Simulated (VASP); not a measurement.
# SiC (rocksalt type) (Fm-3m) in VASP: further runs

Runs on SiC (rocksalt type). Level: PBE. Tasks: electric field gradients.

All numbers are computed with VASP 6.6.1; they aren't measurements. Logs are shortened: lines on timing, memory, paths and dates and some standing lists are left out, and cuts for length are marked.

## (1) The cell of the first run

Symmetry: Fm-3m, No. 225, cubic system. Conventional cell: a = 4.059 Å, b = 4.059 Å, c = 4.059 Å, α = 90.00°, β = 90.00°, γ = 90.00°. Within 2.7 Å of Si (site symmetry m-3m) lie 6 C at 2.03 Å. C (site symmetry m-3m) has 6 Si at 2.03 Å within 2.7 Å.

## (2) Electric field gradients, PBE

Input file INCAR:

```
ALGO = Normal ; EDIFF = 1E-8
ENCUT = 520 ; GGA = PE
ISIF = 2 ; ISMEAR = -1
LASPH = T ; LCHARG = F
LEFG = T ; LREAL = F
LWAVE = F ; NBANDS = 11
NELM = 80 ; PREC = Accurate
SIGMA = 0.05
```

Input file KPOINTS:

```
k-points
0
Gamma
  13 13 13
```

Input file POSCAR:

```
SiC
1.0
    0.0000000000      2.0296686305      2.0296686305
    2.0296686305      0.0000000000      2.0296686305
    2.0296686305      2.0296686305      0.0000000000
Si C
1 1
Direct
    0.0000000000      0.0000000000      0.0000000000
    0.5000000000      0.5000000000      0.5000000000
```

Potentials or basis: VASP PAW PBE potentials, release 64 (Si, C).

Command:

```console
$ cat potpaw_PBE.64/Si/POTCAR potpaw_PBE.64/C/POTCAR > POTCAR
$ mpirun -np 1 vasp_std > vasp.out
```

OUTCAR:

```text
EDIFF = 1E-8
   ENCUT = 520
   GGA = PE
   ISIF = 2
   ISMEAR = -1
   LASPH = T
   LREAL = F
   NELM = 80
   PREC = Accurate

 ion  position               nearest neighbor table
   1  0.000  0.000  0.000-   2 2.03   2 2.03   2 2.03   2 2.03   2 2.03   2 2.03
   2  0.500  0.500  0.500-   1 2.03   1 2.03   1 2.03   1 2.03   1 2.03   1 2.03

  LATTYP: Found a face centered cubic cell.
 ALAT       =     4.0593372610

  Lattice vectors:

 A1 = (   0.0000000000,   2.0296686305,   2.0296686305)
 A2 = (   2.0296686305,   0.0000000000,   2.0296686305)
 A3 = (   2.0296686305,   2.0296686305,   0.0000000000)

Analysis of symmetry for initial positions (statically):
=====================================================================
 Subroutine PRICEL returns:
 Original cell was already a primitive cell.

 Routine SETGRP: Setting up the symmetry group for a
 face centered cubic supercell.

 Subroutine GETGRP returns: Found 48 space group operations
 (whereof 48 operations were pure point group operations)
 out of a pool of 48 trial point group operations.

The static configuration has the point symmetry O_h .

Analysis of symmetry for dynamics (positions and initial velocities):
=====================================================================
 Subroutine PRICEL returns:
 Original cell was already a primitive cell.

 Routine SETGRP: Setting up the symmetry group for a
 face centered cubic supercell.

 Subroutine GETGRP returns: Found 48 space group operations
 (whereof 48 operations were pure point group operations)
 out of a pool of 48 trial point group operations.

The dynamic configuration has the point symmetry O_h .

 Subroutine INISYM returns: Found 48 space group operations
 (whereof 48 operations are pure point group operations),
 and found     1 'primitive' translations

----------------------------------------------------------------------------------------

                                     Primitive cell

  volume of cell :      16.7227

  direct lattice vectors                    reciprocal lattice vectors
     0.000000000  2.029668630  2.029668630    -0.246345631  0.246345631  0.246345631
     2.029668630  0.000000000  2.029668630     0.246345631 -0.246345631  0.246345631
     2.029668630  2.029668630  0.000000000     0.246345631  0.246345631 -0.246345631

  length of vectors
     2.870384904  2.870384904  2.870384904     0.426683150  0.426683150  0.426683150

  position of ions in fractional coordinates (direct lattice)
     0.000000000  0.000000000  0.000000000
     0.500000000  0.500000000  0.500000000

  ion indices of the primitive-cell ions
   primitive index   ion index
                 1           1
                 2           2

----------------------------------------------------------------------------------------

 KPOINTS: k-points

Automatic generation of k-mesh.
 Grid dimensions read from file:
 generate k-points for:   13   13   13

 Generating k-lattice:

  Cartesian coordinates                     Fractional coordinates (reciprocal lattice)
    -0.018949664  0.018949664  0.018949664     0.076923077  0.000000000  0.000000000
     0.018949664 -0.018949664  0.018949664     0.000000000  0.076923077  0.000000000
     0.018949664  0.018949664 -0.018949664     0.000000000  0.000000000  0.076923077

  Length of vectors
     0.032821781  0.032821781  0.032821781

  Shift w.r.t. Gamma in fractional coordinates (k-lattice)
     0.000000000  0.000000000  0.000000000

 Subroutine IBZKPT returns following result:
 ===========================================

 Found     84 irreducible k-points:

 Following reciprocal coordinates:
            Coordinates               Weight
  0.000000  0.000000  0.000000      1.000000
  0.076923  0.000000  0.000000      8.000000
  0.153846  0.000000  0.000000      8.000000
  0.230769  0.000000  0.000000      8.000000
  0.307692  0.000000  0.000000      8.000000
  0.384615  0.000000  0.000000      8.000000
[... 16 lines left out ...]
  0.384615  0.153846  0.000000     24.000000
  0.461538  0.153846  0.000000     24.000000
 [... further k-points ...]
   k-points           NKPTS =     84   k-points in BZ     NKDIM =     84   number of bands    NBANDS=     11
   number of dos      NEDOS =    301   number of ions     NIONS =      2
   total plane-waves  NPLWV =  13824
   dimension x,y,z NGX =    24 NGY =   24 NGZ =   24
   dimension x,y,z NGXF=    48 NGYF=   48 NGZF=   48
   ions per type =               1   1
   NGX,Y,Z   is equivalent  to a cutoff of  13.90, 13.90, 13.90 a.u.
   NGXF,Y,Z  is equivalent  to a cutoff of  27.80, 27.80, 27.80 a.u.
 SYSTEM =  unknown system
   PREC   = accura    normal or accurate (medium, high low for compatibility)
   ISTART =      0    job   : 0-new  1-cont  2-samecut
   ICHARG =      2    charge: 1-file 2-atom 10-const
   ISPIN  =      1    spin polarized calculation?
   LNONCOLLINEAR =      F non collinear calculations
   LSORBIT =      F    spin-orbit coupling
   LASPH  =      T    aspherical Exc in radial PAW
   ENCUT  =  520.0 eV  38.22 Ry    6.18 a.u.   5.34  5.34  5.34*2*pi/ulx,y,z
   NELM   =     80;   NELMIN=  2; NELMDL= -5     # of ELM steps
   EDIFF  = 0.1E-07   stopping-criterion for ELM
   LREAL  =      F    real-space projection
   EDIFFG = 0.1E-06   stopping-criterion for IOM
   NSW    =      0    number of steps for IOM
   IBRION =     -1    ionic relax: 0-MD 1-quasi-New 2-CG
   NFREE  =      0    steps in history (QN), initial steepest desc. (CG)
   ISIF   =      2    stress and relaxation
   ISYM   =      2    0-nonsym 1-usesym 2-fastsym
   POTIM  = 0.5000    time-step for ionic-motion
   TEBEG  =    0.0;   TEEND  =   0.0 temperature during run
   PSTRESS=    0.0 pullay stress
   NELECT =       8.0000    total number of electrons
   NUPDOWN=      -1.0000    fix difference up-down
   EMIN   =  10.00;   EMAX   =-10.00  energy-range for DOS
   EFERMI =   0.00;   METHOD = LEGACY
   ISMEAR =    -1;   SIGMA  =   0.05  broadening in eV -4-tet -1-fermi 0-gaus
   EFERMI_NEDOS =   21; number of points for ismear=-14 and -15
   IALGO  =     38    algorithm
   IMIX   =      4    mixing-type and parameters
     AMIX     =   0.40;   BMIX     =  1.00
     AMIX_MAG =   1.60;   BMIX_MAG =  1.00
  volume/ion in A,a.u.               =       8.36        56.43
  Fermi-wavevector in a.u.,A,eV,Ry     =   1.280373  2.419553 22.304764  1.639354
  Thomas-Fermi vector in A             =   2.412804
   LORBIT       =      0    0 simple, 1 ext, 2 COOP (PROOUT), +10 PAW based schemes
   GGA     = PE    functional components
   LHFCALC =     F    Hartree Fock is set to
   AEXX    =    0.0000 exact exchange contribution
   IVDW    =     0    specifies the selected vdW correction
   LEPSILON=     F    determine dielectric tensor
   LRPA    =     F    only Hartree local field effects (RPA)
 non-spin polarized calculation
  energy-cutoff  :      520.00
  volume of cell :       16.72
 maximum number of plane-waves:       465
 NGX is ok and might be reduce to    24
   NGX = 11   NGY = 11   NGZ = 11

 number of electron       8.0000000 magnetization

 Free energy of the ion-electron system (eV)
  ---------------------------------------------------
  ext. energy  EPLUGINS =         0.00000000
  ---------------------------------------------------
  free energy    TOTEN  =       -13.57796043 eV

  energy without entropy =      -13.57575567  energy(sigma->0) =      -13.57685805

 E-fermi :  12.2180     XC(G=0): -12.6621

 val. band max:       12.1874382370   @ k =   0.0769   0.0000   0.0000
 cond. band min:      12.2404131666   @ k =  -0.1538   0.1538   0.0000
 fundamental gap:      0.0529749296
 Fermi energy:        12.2179966990

 k-point     1 :       0.0000    0.0000    0.0000
  band No.  band energies     occupation
      1      -6.0988      2.00000
      2      12.2754      0.48193
      3      12.2754      0.48193
      4      12.2754      0.48192
      5      19.6065      0.00000
      6      21.2208      0.00000
      7      21.2208      0.00000
      8      21.2208      0.00000
      9      24.8941      0.00000
     10      24.8941      0.00000
     11      24.8941      0.00000
[... 309 lines left out ...]
 k-point    24 :       0.4615    0.1538    0.0000
  band No.  band energies     occupation
      1      -1.7018      2.00000
      2       2.7947      2.00000
      3       9.3596      2.00000
      4      10.0661      2.00000
      5      15.4416      0.00000
      6      19.8527      0.00000
      7      20.0527      0.00000
      8      23.8504      0.00000
      9      24.7075      0.00000
     10      28.8807      0.00000
     11      30.7767      0.00000

 [... further k-points ...]

------------------------ aborting loop because EDIFF is reached ----------------------------------------

  FORCE on cell =-STRESS in cart. coord.  units (eV):
  Direction    XX          YY          ZZ          XY          YZ          ZX
  --------------------------------------------------------------------------------------
  -------------------------------------------------------------------------------------
  Total        0.0179667      0.0179667      0.0179667      0.0000000      0.0000000      0.0000000
  in kB        1.7213669      1.7213669      1.7213669      0.0000000      0.0000000      0.0000000
  external PRESSURE =       1.7213669 kB  Pullay stress =       0.0000000 kB

 VOLUME and BASIS-vectors are now :
 -----------------------------------------------------------------------------
  energy-cutoff  :      520.00
  volume of cell :       16.72
      direct lattice vectors                 reciprocal lattice vectors
     0.000000000  2.029668630  2.029668630    -0.246345631  0.246345631  0.246345631
     2.029668630  0.000000000  2.029668630     0.246345631 -0.246345631  0.246345631
     2.029668630  2.029668630  0.000000000     0.246345631  0.246345631 -0.246345631

 POSITION                                       TOTAL-FORCE (eV/Angst)
 -----------------------------------------------------------------------------------
      0.00000      0.00000      0.00000         0.000000      0.000000      0.000000
      2.02967      2.02967      2.02967        -0.000000     -0.000000     -0.000000
 -----------------------------------------------------------------------------------
    total drift:                               -0.000000     -0.000000      0.000000

  FREE ENERGIE OF THE ION-ELECTRON SYSTEM (eV)
  ---------------------------------------------------
  free  energy   TOTEN  =       -13.5779604260 eV

  energy  without entropy=      -13.5757556746  energy(sigma->0) =      -13.57685805

 Electric field gradients (V/A^2)
---------------------------------------------------------------------
 ion       V_xx      V_yy      V_zz      V_xy      V_xz      V_yz
---------------------------------------------------------------------
   1      -0.000     0.000    -0.000    -0.000    -0.000    -0.000
   2      -0.000    -0.000     0.000    -0.000    -0.000    -0.000
---------------------------------------------------------------------

 Electric field gradients after diagonalization (V/A^2)
 (convention: |V_zz| > |V_xx| > |V_yy|)
----------------------------------------------------------------------
 ion       V_xx      V_yy      V_zz     asymmetry (V_yy - V_xx)/ V_zz
----------------------------------------------------------------------
   1       0.000     0.000    -0.000       0.000
   2       0.000     0.000    -0.001       0.000
----------------------------------------------------------------------

           NMR quadrupolar parameters

 Cq : quadrupolar parameter    Cq=e*Q*V_zz/h
 eta: asymmetry parameters     (V_yy - V_xx)/ V_zz
 Q  : nuclear electric quadrupole moment in mb (millibarn)
----------------------------------------------------------------------
 ion       Cq(MHz)       eta       Q (mb)
----------------------------------------------------------------------
   1      -0.000       0.000       1.000
   2      -0.000       0.000       1.000
----------------------------------------------------------------------
```

It took 36 s on 1 thread of AMD EPYC 7R13, shared host; peak memory 0.11 GiB.

What came out:

| Item | Value |
| --- | --- |
| Free energy | -13.5780 eV |
| Pressure | 0.2 GPa |
| Band gap on the k mesh | zero (band 4 reaches 12.35 eV, above the bottom of band 5 at 11.36 eV) |

Caveat: without QUAD_EFG the Cq values of the log hold for a quadrupole moment of 1 mb, not for the nuclei.

## (3) Electric field gradients, PBE (volume scaled by 0.96)

Input file INCAR:

```
SYSTEM = SiC
PREC = Accurate
ENCUT = 520
EDIFF = 1E-8
ISMEAR = -1
SIGMA = 0.05
LREAL = .FALSE.
LASPH = .TRUE.
NELM = 60
ALGO = Normal
ISIF = 2
LWAVE = .FALSE.
LCHARG = .FALSE.
GGA = PE
LEFG = .TRUE.
NBANDS = 11
```

Input file KPOINTS:

```
regular mesh
0
G
  13 13 13
  0 0 0
```

Input file POSCAR:

```
SiC
1.0
    0.0000000000      2.0022373133      2.0022373133
    2.0022373133      0.0000000000      2.0022373133
    2.0022373133      2.0022373133      0.0000000000
Si C
1 1
Direct
    0.0000000000      0.0000000000      0.0000000000
    0.5000000000      0.5000000000      0.5000000000
```

Potentials or basis: VASP PAW PBE potentials, release 64 (Si, C).

Command:

```console
$ cat potpaw_PBE.64/Si/POTCAR potpaw_PBE.64/C/POTCAR > POTCAR
$ mpirun -np 1 vasp_std > vasp.out
```

OUTCAR:

```text
SYSTEM = SiC
   PREC = Accurate
   ENCUT = 520
   EDIFF = 1E-8
   ISMEAR = -1
   LREAL = .FALSE.
   LASPH = .TRUE.
   NELM = 60
   ISIF = 2
   GGA = PE

 ion  position               nearest neighbor table
   1  0.000  0.000  0.000-   2 2.00   2 2.00   2 2.00   2 2.00   2 2.00   2 2.00
   2  0.500  0.500  0.500-   1 2.00   1 2.00   1 2.00   1 2.00   1 2.00   1 2.00

  LATTYP: Found a face centered cubic cell.
 ALAT       =     4.0044746266

  Lattice vectors:

 A1 = (   0.0000000000,   2.0022373133,   2.0022373133)
 A2 = (   2.0022373133,   0.0000000000,   2.0022373133)
 A3 = (   2.0022373133,   2.0022373133,   0.0000000000)

Analysis of symmetry for initial positions (statically):
=====================================================================
 Subroutine PRICEL returns:
 Original cell was already a primitive cell.

 Routine SETGRP: Setting up the symmetry group for a
 face centered cubic supercell.

[... 525 lines left out ...]
      direct lattice vectors                 reciprocal lattice vectors
     0.000000000  2.002237313  2.002237313    -0.249720648  0.249720648  0.249720648
     2.002237313  0.000000000  2.002237313     0.249720648 -0.249720648  0.249720648
     2.002237313  2.002237313  0.000000000     0.249720648  0.249720648 -0.249720648

 POSITION                                       TOTAL-FORCE (eV/Angst)
 -----------------------------------------------------------------------------------
      0.00000      0.00000      0.00000        -0.000000     -0.000000      0.000000
      2.00224      2.00224      2.00224         0.000000      0.000000      0.000000
 -----------------------------------------------------------------------------------
    total drift:                               -0.000000     -0.000000      0.000000

  FREE ENERGIE OF THE ION-ELECTRON SYSTEM (eV)
  ---------------------------------------------------
  free  energy   TOTEN  =       -13.5555893278 eV

  energy  without entropy=      -13.5530972258  energy(sigma->0) =      -13.55434328

 Electric field gradients (V/A^2)
---------------------------------------------------------------------
 ion       V_xx      V_yy      V_zz      V_xy      V_xz      V_yz
---------------------------------------------------------------------
   1       0.000     0.000    -0.000    -0.000    -0.000    -0.000
   2       0.000     0.000    -0.000    -0.000    -0.000    -0.000
---------------------------------------------------------------------

 Electric field gradients after diagonalization (V/A^2)
 (convention: |V_zz| > |V_xx| > |V_yy|)
----------------------------------------------------------------------
 ion       V_xx      V_yy      V_zz     asymmetry (V_yy - V_xx)/ V_zz
----------------------------------------------------------------------
   1       0.000     0.000    -0.000       0.000
   2       0.000     0.000    -0.000       0.000
----------------------------------------------------------------------

           NMR quadrupolar parameters

 Cq : quadrupolar parameter    Cq=e*Q*V_zz/h
 eta: asymmetry parameters     (V_yy - V_xx)/ V_zz
 Q  : nuclear electric quadrupole moment in mb (millibarn)
----------------------------------------------------------------------
 ion       Cq(MHz)       eta       Q (mb)
----------------------------------------------------------------------
   1      -0.000       0.000       1.000
   2      -0.000       0.000       1.000
----------------------------------------------------------------------
```

OSZICAR:

```text
N       E                     dE             d eps       ncg     rms          rms(c)
DAV:   1     0.252364460902E+01    0.25236E+01   -0.41497E+03  1976   0.634E+02
DAV:   2    -0.145226232354E+02   -0.17046E+02   -0.15987E+02  2424   0.106E+02
DAV:   3    -0.150182723620E+02   -0.49565E+00   -0.49431E+00  2254   0.137E+01
DAV:   4    -0.150193841356E+02   -0.11118E-02   -0.11117E-02  2041   0.778E-01
DAV:   5    -0.150193865809E+02   -0.24453E-05   -0.24458E-05  2208   0.342E-02    0.855E+00
DAV:   6    -0.135865309433E+02    0.14329E+01   -0.47024E+00  1971   0.101E+01    0.373E+00
DAV:   7    -0.135555910574E+02    0.30940E-01   -0.37332E-01  2154   0.349E+00    0.148E+00
DAV:   8    -0.135555319090E+02    0.59148E-04   -0.93807E-03  1947   0.611E-01    0.370E-01
DAV:   9    -0.135555741524E+02   -0.42243E-04   -0.17767E-03  2094   0.248E-01    0.132E-01
DAV:  10    -0.135555859964E+02   -0.11844E-04   -0.50656E-05  2037   0.513E-02    0.294E-02
DAV:  11    -0.135555896102E+02   -0.36138E-05   -0.42423E-06  2118   0.174E-02    0.219E-03
DAV:  12    -0.135555894085E+02    0.20163E-06   -0.99431E-08  2139   0.209E-03    0.541E-04
DAV:  13    -0.135555893217E+02    0.86862E-07   -0.79387E-09  1836   0.725E-04    0.175E-04
DAV:  14    -0.135555893278E+02   -0.60894E-08   -0.11168E-09  1041   0.176E-04
   1 F= -.13555589E+02 E0= -.13554343E+02  d E =-.249210E-02
```

stdout:

```text
POSCAR found type information on POSCAR SiC
 POSCAR found :  2 types and       2 ions
 scaLAPACK will be used
 LDA part: xc-table for (Slater+PW92), standard interpolation
 POSCAR, INCAR and KPOINTS ok, starting setup
 FFT: planning ... GRIDC
 FFT: planning ... GRID_SOFT
 FFT: planning ... GRID
 WAVECAR not read
 entering main loop
ion   1

ion   2
```

It took 36 s on 1 thread of AMD EPYC 7R13, shared host; peak memory 0.11 GiB.

What came out:

| Property | Result |
| --- | --- |
| Free energy | -13.5556 eV |
| Pressure | 10.7 GPa |
| Band gap on the k mesh | zero (band 4 reaches 12.98 eV, above the bottom of band 5 at 12.27 eV) |

Caveat: without QUAD_EFG the Cq values of the log hold for a quadrupole moment of 1 mb, not for the nuclei.
